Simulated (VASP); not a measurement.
# P in VASP: single point with r2SCAN

Aim: the single point of P with r2SCAN.

All numbers are computed with VASP 6.6.1; they aren't measurements. Logs are shortened: lines on timing, memory, paths and dates and some standing lists are left out, and cuts for length are marked.

### 1 The cell of the first run

The cell holds a slab with vacuum, 4 atoms: a = 3.290 Å, b = 34.859 Å, c = 4.822 Å, α = 90.00°, β = 90.00°, γ = 90.00°.

### 2 Single point, r2SCAN (strain +0.0400 x Voigt [0, 0, 1, 0, 0, 0])

Input file POSCAR:

```
P
1.0
    3.2904850401      0.0000000000      0.0000000000
    0.0000000000     34.8586007868      0.0000000000
    0.0000000000      0.0000000000      4.8215731752
P
4
Direct
    0.0000000000      0.9701265430      0.5914832098
    0.0000000000      0.0298734570      0.4085167902
    0.5000000000      0.0298734570      0.0914832098
    0.5000000000      0.9701265430      0.9085167902
```

Input file INCAR.step1:

```
SYSTEM = P
ALGO = Normal ; EDIFF = 1E-4
ENCUT = 520 ; GGA = PE
ISMEAR = 0 ; LASPH = .True.
LCHARG = .False. ; LREAL = .False.
LWAVE = .True. ; NBANDS = 18
NELM = 100 ; PREC = Accurate
SIGMA = 0.05
```

Input file INCAR.step2:

```
SYSTEM = P
ALGO = Normal ; EDIFF = 1E-6
ENCUT = 520 ; ISIF = 2
ISMEAR = 0 ; ISTART = 1
LASPH = .True. ; LCHARG = .False.
LMIXTAU = .True. ; LREAL = .False.
LWAVE = .False. ; METAGGA = R2SCAN
NBANDS = 18 ; NELM = 100
PREC = Accurate ; SIGMA = 0.05
```

Input file KPOINTS:

```
k-points
0
Gamma
  8 1 6
  0 0 0
```

Potentials or basis: VASP PAW PBE potentials, release 64 (P).

Run with:

```console
$ cat potpaw_PBE.64/P/POTCAR > POTCAR
$ cp INCAR.step1 INCAR
$ mpirun -np 1 vasp_std > vasp.out
$ cp INCAR.step2 INCAR
$ mpirun -np 1 vasp_std > vasp.out
```

OUTCAR:

```text
SYSTEM = P
   EDIFF = 1E-6
   ENCUT = 520
   ISIF = 2
   ISMEAR = 0
   ISTART = 1
   LASPH = .True.
   LREAL = .False.
   METAGGA = R2SCAN
   NELM = 100
   PREC = Accurate

 ion  position               nearest neighbor table
   1  0.000  0.970  0.591-   4 2.25   4 2.25   2 2.26
   2  0.000  0.030  0.409-   3 2.25   3 2.25   1 2.26
   3  0.500  0.030  0.091-   2 2.25   2 2.25   4 2.26
   4  0.500  0.970  0.909-   1 2.25   1 2.25   3 2.26

  LATTYP: Found a simple orthorhombic cell.
 ALAT       =     3.2904850401
 B/A-ratio  =     1.4653077332
 C/A-ratio  =    10.5937575652

  Lattice vectors:

 A1 = (  -3.2904850401,   0.0000000000,   0.0000000000)
 A2 = (   0.0000000000,   0.0000000000,   4.8215731752)
 A3 = (   0.0000000000,  34.8586007868,   0.0000000000)

Analysis of symmetry for initial positions (statically):
=====================================================================
 Subroutine PRICEL returns:
 Original cell was already a primitive cell.

 Routine SETGRP: Setting up the symmetry group for a
 simple orthorhombic supercell.

 Subroutine GETGRP returns: Found  8 space group operations
 (whereof  4 operations were pure point group operations)
 out of a pool of  8 trial point group operations.

The static configuration has the point symmetry C_2h.
 The point group associated with its full space group is D_2h.

Analysis of symmetry for dynamics (positions and initial velocities):
=====================================================================
 Subroutine PRICEL returns:
 Original cell was already a primitive cell.

 Routine SETGRP: Setting up the symmetry group for a
 simple orthorhombic supercell.

 Subroutine GETGRP returns: Found  8 space group operations
 (whereof  4 operations were pure point group operations)
 out of a pool of  8 trial point group operations.

The dynamic configuration has the point symmetry C_2h.
 The point group associated with its full space group is D_2h.

 Subroutine INISYM returns: Found  8 space group operations
 (whereof  4 operations are pure point group operations),
 and found     1 'primitive' translations

----------------------------------------------------------------------------------------

                                     Primitive cell

  volume of cell :     553.0427

  direct lattice vectors                    reciprocal lattice vectors
     3.290485040  0.000000000  0.000000000     0.303906563  0.000000000  0.000000000
     0.000000000 34.858600787  0.000000000     0.000000000  0.028687325  0.000000000
     0.000000000  0.000000000  4.821573175     0.000000000  0.000000000  0.207401187

  length of vectors
     3.290485040 34.858600787  4.821573175     0.303906563  0.028687325  0.207401187

  position of ions in fractional coordinates (direct lattice)
     0.000000000  0.970126543  0.591483210
     0.000000000  0.029873457  0.408516790
     0.500000000  0.029873457  0.091483210
     0.500000000  0.970126543  0.908516790

  ion indices of the primitive-cell ions
   primitive index   ion index
                 1           1
                 2           2
                 3           3
                 4           4

----------------------------------------------------------------------------------------

 KPOINTS: k-points

Automatic generation of k-mesh.
 Grid dimensions read from file:
 generate k-points for:    8    1    6

 Generating k-lattice:

  Cartesian coordinates                     Fractional coordinates (reciprocal lattice)
     0.037988320  0.000000000  0.000000000     0.125000000  0.000000000  0.000000000
     0.000000000  0.028687325  0.000000000     0.000000000  1.000000000  0.000000000
     0.000000000  0.000000000  0.034566865     0.000000000  0.000000000  0.166666667

  Length of vectors
     0.037988320  0.028687325  0.034566865

  Shift w.r.t. Gamma in fractional coordinates (k-lattice)
     0.000000000  0.000000000  0.000000000

 Subroutine IBZKPT returns following result:
 ===========================================

 Found     20 irreducible k-points:

 Following reciprocal coordinates:
            Coordinates               Weight
  0.000000  0.000000  0.000000      1.000000
  0.125000  0.000000  0.000000      2.000000
  0.250000  0.000000  0.000000      2.000000
  0.375000  0.000000  0.000000      2.000000
  0.500000  0.000000  0.000000      1.000000
  0.000000  0.000000  0.166667      2.000000
[... 12 lines left out ...]
  0.375000  0.000000  0.500000      2.000000
  0.500000  0.000000  0.500000      1.000000
   k-points           NKPTS =     20   k-points in BZ     NKDIM =     20   number of bands    NBANDS=     18
   number of dos      NEDOS =    301   number of ions     NIONS =      4
   total plane-waves  NPLWV = 233280
   dimension x,y,z NGX =    24 NGY =  270 NGZ =   36
   dimension x,y,z NGXF=    48 NGYF=  540 NGZF=   72
   ions per type =               4
   NGX,Y,Z   is equivalent  to a cutoff of  12.13, 12.88, 12.41 a.u.
   NGXF,Y,Z  is equivalent  to a cutoff of  24.25, 25.75, 24.83 a.u.
 SYSTEM =  P
   PREC   = accura    normal or accurate (medium, high low for compatibility)
   ISTART =      1    job   : 0-new  1-cont  2-samecut
   ICHARG =      0    charge: 1-file 2-atom 10-const
   ISPIN  =      1    spin polarized calculation?
   LNONCOLLINEAR =      F non collinear calculations
   LSORBIT =      F    spin-orbit coupling
   LASPH  =      T    aspherical Exc in radial PAW
   ENCUT  =  520.0 eV  38.22 Ry    6.18 a.u.   6.12 64.81  8.96*2*pi/ulx,y,z
   NELM   =    100;   NELMIN=  2; NELMDL=  0     # of ELM steps
   EDIFF  = 0.1E-05   stopping-criterion for ELM
   LREAL  =      F    real-space projection
   EDIFFG = 0.1E-04   stopping-criterion for IOM
   NSW    =      0    number of steps for IOM
   IBRION =     -1    ionic relax: 0-MD 1-quasi-New 2-CG
   NFREE  =      0    steps in history (QN), initial steepest desc. (CG)
   ISIF   =      2    stress and relaxation
   ISYM   =      2    0-nonsym 1-usesym 2-fastsym
   POTIM  = 0.5000    time-step for ionic-motion
   TEBEG  =    0.0;   TEEND  =   0.0 temperature during run
   PSTRESS=    0.0 pullay stress
   NELECT =      20.0000    total number of electrons
   NUPDOWN=      -1.0000    fix difference up-down
   EMIN   =  10.00;   EMAX   =-10.00  energy-range for DOS
   EFERMI =   0.00;   METHOD = LEGACY
   ISMEAR =     0;   SIGMA  =   0.05  broadening in eV -4-tet -1-fermi 0-gaus
   EFERMI_NEDOS =   21; number of points for ismear=-14 and -15
   IALGO  =     38    algorithm
   IMIX   =      4    mixing-type and parameters
     AMIX     =   0.40;   BMIX     =  1.00
     AMIX_MAG =   1.60;   BMIX_MAG =  1.00
  volume/ion in A,a.u.               =     138.26       933.03
  Fermi-wavevector in a.u.,A,eV,Ry     =   0.541376  1.023051  3.987697  0.293087
  Thomas-Fermi vector in A             =   1.568929
   LORBIT       =      0    0 simple, 1 ext, 2 COOP (PROOUT), +10 PAW based schemes
   METAGGA = R2SCAN    functional components
   LHFCALC =     F    Hartree Fock is set to
   AEXX    =    0.0000 exact exchange contribution
   IVDW    =     0    specifies the selected vdW correction
   LEPSILON=     F    determine dielectric tensor
   LRPA    =     F    only Hartree local field effects (RPA)
 non-spin polarized calculation
 Gauss-broadening in eV      SIGMA  =   0.05
  energy-cutoff  :      520.00
  volume of cell :      553.04
 maximum number of plane-waves:     14956
   NGX = 13   NGY =129   NGZ = 17

 number of electron      20.0000003 magnetization

 Free energy of the ion-electron system (eV)
  ---------------------------------------------------
  ext. energy  EPLUGINS =         0.00000000
  ---------------------------------------------------
  free energy    TOTEN  =       -35.71905784 eV

  energy without entropy =      -35.71905784  energy(sigma->0) =      -35.71905784

 E-fermi :  -3.6499     XC(G=0):  -1.6929

 val. band max:       -3.8685297952   @ k =   0.0000   0.0000   0.0000
 cond. band min:      -2.4909910709   @ k =   0.0000   0.0000   0.0000
 fundamental gap:      1.3775387243
 Fermi energy:        -3.6499213389

 k-point     1 :       0.0000    0.0000    0.0000
  band No.  band energies     occupation
      1     -19.2197      2.00000
      2     -16.6979      2.00000
      3     -13.6002      2.00000
      4      -9.5620      2.00000
      5      -8.8096      2.00000
      6      -8.3246      2.00000
[... 10 lines left out ...]
     17       1.6566      0.00000
     18       1.7917      0.00000

 k-point     2 :       0.1250    0.0000    0.0000
  band No.  band energies     occupation
      1     -19.0253      2.00000
      2     -16.4921      2.00000
      3     -13.6472      2.00000
      4      -9.4249      2.00000
      5      -8.9362      2.00000
      6      -8.1573      2.00000
[... 10 lines left out ...]
     17       1.6756      0.00000
     18       1.8719      0.00000

 k-point     3 :       0.2500    0.0000    0.0000
  band No.  band energies     occupation
      1     -18.4494      2.00000
      2     -15.8777      2.00000
      3     -14.0044      2.00000
      4      -9.9777      2.00000
      5      -9.2051      2.00000
      6      -9.0714      2.00000
[... 10 lines left out ...]
     17       2.3068      0.00000
     18       2.4541      0.00000

 k-point     4 :       0.3750    0.0000    0.0000
  band No.  band energies     occupation
      1     -17.5194      2.00000
      2     -14.9917      2.00000
      3     -14.8652      2.00000
      4     -11.7763      2.00000
      5      -9.4799      2.00000
      6      -8.7787      2.00000
[... 291 lines left out ...]
      4     -12.3872      2.00000
      5      -9.1109      2.00000
      6      -9.1109      2.00000
[... 10 lines left out ...]
     17       3.1553      0.00000
     18       3.1553      0.00000

 k-point    19 :       0.3750    0.0000    0.5000
  band No.  band energies     occupation
      1     -16.6055      2.00000
      2     -16.6055      2.00000
      3     -13.1466      2.00000
      4     -13.1466      2.00000
      5      -9.4033      2.00000
      6      -9.4033      2.00000
[... 10 lines left out ...]
     17       3.2300      0.00000
     18       3.2300      0.00000

 k-point    20 :       0.5000    0.0000    0.5000
  band No.  band energies     occupation
      1     -16.0202      2.00000
      2     -16.0202      2.00000
      3     -13.8618      2.00000
      4     -13.8618      2.00000
      5      -8.8221      2.00000
      6      -8.8221      2.00000
[... 10 lines left out ...]
     17       3.3104      0.00000
     18       3.3104      0.00000

------------------------ aborting loop because EDIFF is reached ----------------------------------------

  FORCE on cell =-STRESS in cart. coord.  units (eV):
  Direction    XX          YY          ZZ          XY          YZ          ZX
  --------------------------------------------------------------------------------------
  -------------------------------------------------------------------------------------
  Total       -1.3486464     -0.6827655     -3.2205996      0.0000000      0.0000000      0.0000000
  in kB       -3.9070596     -1.9779874     -9.3301513      0.0000000      0.0000000      0.0000000
  external PRESSURE =      -5.0717328 kB  Pullay stress =       0.0000000 kB

 VOLUME and BASIS-vectors are now :
 -----------------------------------------------------------------------------
  energy-cutoff  :      520.00
  volume of cell :      553.04
      direct lattice vectors                 reciprocal lattice vectors
     3.290485040  0.000000000  0.000000000     0.303906563  0.000000000  0.000000000
     0.000000000 34.858600787  0.000000000     0.000000000  0.028687325  0.000000000
     0.000000000  0.000000000  4.821573175     0.000000000  0.000000000  0.207401187

 POSITION                                       TOTAL-FORCE (eV/Angst)
 -----------------------------------------------------------------------------------
      0.00000     33.81725      2.85188         0.000000      0.159691      0.631394
      0.00000      1.04135      1.96969        -0.000000     -0.159691     -0.631394
      1.64524      1.04135      0.44109         0.000000     -0.159691      0.631394
      1.64524     33.81725      4.38048        -0.000000      0.159691     -0.631394
 -----------------------------------------------------------------------------------
    total drift:                               -0.000000      0.000000      0.000000

  FREE ENERGIE OF THE ION-ELECTRON SYSTEM (eV)
  ---------------------------------------------------
  free  energy   TOTEN  =       -35.7190578351 eV

  energy  without entropy=      -35.7190578351  energy(sigma->0) =      -35.71905784
```

It took 25 min on 1 thread of Intel Xeon Platinum 8259CL at 2.50GHz (Skylake/Cascade Lake), shared host; peak memory 0.65 GiB.

What came out:

- Free energy: -35.7191 eV
- Largest force: 0.651 eV/Å
- Band gap on the k mesh: 1.38 eV

Forces in eV/Å, atoms in the order of the input:
```
P    0.000  0.160  0.631
P    0.000 -0.160 -0.631
P    0.000 -0.160  0.631
P    0.000  0.160 -0.631
```

Levels at points of the mesh, in eV from the valence-band top:
```tsv
k point	band 8	band 9	band 10	band 11	band 12	band 13
(0.00, 0.00, 0.00)	-1.49	-1.46	0.00	1.38	2.33	3.23
(0.50, 0.00, 0.00)	-2.73	-1.79	-1.79	1.47	1.47	2.58
(0.00, 0.00, 0.50)	-2.31	-1.50	-1.50	2.68	2.68	4.10
(0.50, 0.00, 0.50)	-4.41	-0.92	-0.92	2.75	2.75	3.72
```

Caveat: the cell differs from its parent crystal (strain +0.0400 x Voigt [0, 0, 1, 0, 0, 0]); the PAW data sets were made with another functional, which shifts forces and pressure a little.
